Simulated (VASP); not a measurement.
Set up this calculation in VASP 6.6.1, as the native input.

* Task: relaxation of cell and atoms
* Functional: PBE
* Potentials or basis: VASP PAW PBE potentials, release 64 (Ti_sv, In_d)
* Cutoff: 600 eV
* k mesh: 12 × 12 × 16
* Occupations: gaussian, width 0.1 eV
* Spin: no spin polarisation
* Dipole correction: no
* Further INCAR settings: ALGO = Fast; EDIFF = 1e-06; IBRION = 2; EDIFFG = -0.01; NSW = 100; ISIF = 3

The structure of Ti2In lies in POSCAR:

```
Ti2In
1.0
    5.0189953410      0.0000000000      0.0000000000
   -2.5094976705      4.3465774667      0.0000000000
    0.0000000000      0.0000000000      2.7664581460
Ti In
2 1
Direct
    0.3333333333      0.6666666667      0.5000000000
    0.6666666667      0.3333333333      0.5000000000
    0.0000000000      0.0000000000      0.5000000000
```

These files were run (other wordings do the same):

INCAR

```
SYSTEM = Ti2In
PREC = Accurate ; ENCUT = 600
EDIFF = 1E-6 ; ISMEAR = 0
SIGMA = 0.1 ; LREAL = .FALSE.
LASPH = .TRUE. ; NELM = 100
ALGO = Fast ; ISIF = 3
LWAVE = .FALSE. ; LCHARG = .FALSE.
GGA = PE ; IBRION = 2
NSW = 100 ; EDIFFG = -0.01
```

KPOINTS

```
Automatic mesh
0
G
  12 12 16
  0 0 0
```

Potentials or basis: VASP PAW PBE potentials, release 64 (Ti_sv, In_d).

Launch:

```bash
$ cat potpaw_PBE.64/Ti_sv/POTCAR potpaw_PBE.64/In_d/POTCAR > POTCAR
$ mpirun -np 1 vasp_std > vasp.out
```

It gave:

| Item | Value |
| --- | --- |
| Relaxed volume | 20.12 Å³/atom |
| Relaxed cell | a = 5.025 Å, b = 5.025 Å, c = 2.761 Å, α = 90.00°, β = 90.00°, γ = 120.00° |
| Space group after relaxing (to 0.05 Å) | P6/mmm (No. 191) |
| Energy gained by relaxing | 0.1 meV/atom |
| Ionic steps | 5 |
| Pressure after relaxing | 0.0 GPa |

Wall time 16 min on 1 thread of Intel(R) Xeon(R) 6975P-C (Granite Rapids), on a shared host, peak memory 0.42 GiB.
